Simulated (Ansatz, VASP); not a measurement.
## SrO: VASP beside Ansatz

```
Sr O
1.0
     0.02570    2.58265    2.58265
     2.58265    0.02570    2.58265
     2.58265    2.58265    0.02570
Sr O
1 1
Direct
  0.00000 0.00000 0.00000
  0.50000 0.50000 0.50000
```

Change from the starting cell: equal xy, yz and zx shear strains of +1 %.

Alike in both runs: task single point; functional LDA; k mesh 8 × 8 × 8; occupations fermi-dirac, width 0.02 eV; no spin polarisation.

|  | VASP | Ansatz |
| --- | --- | --- |
| version | VASP 6.6.1 | Ansatz 0.2.0 |
| potentials or method | VASP PAW LDA potentials, release 64 (Sr_sv, O), cutoff 520 eV | all-electron LAPW, scalar-relativistic |

```tsv
	VASP	Ansatz	Ansatz less VASP
gap on the k mesh at the Fermi level (eV)	3.09	3.14	+0.057
pressure (GPa)	-3.5	-4.2	-0.68
traceless stress, the component that is largest in VASP (GPa)	-0.58	-0.58	-0.002
```

LDA's correlation is that of Perdew and Zunger in VASP and of Perdew and Wang (1992) in Ansatz. Ansatz ran all-electron here, and VASP with PAW potentials.
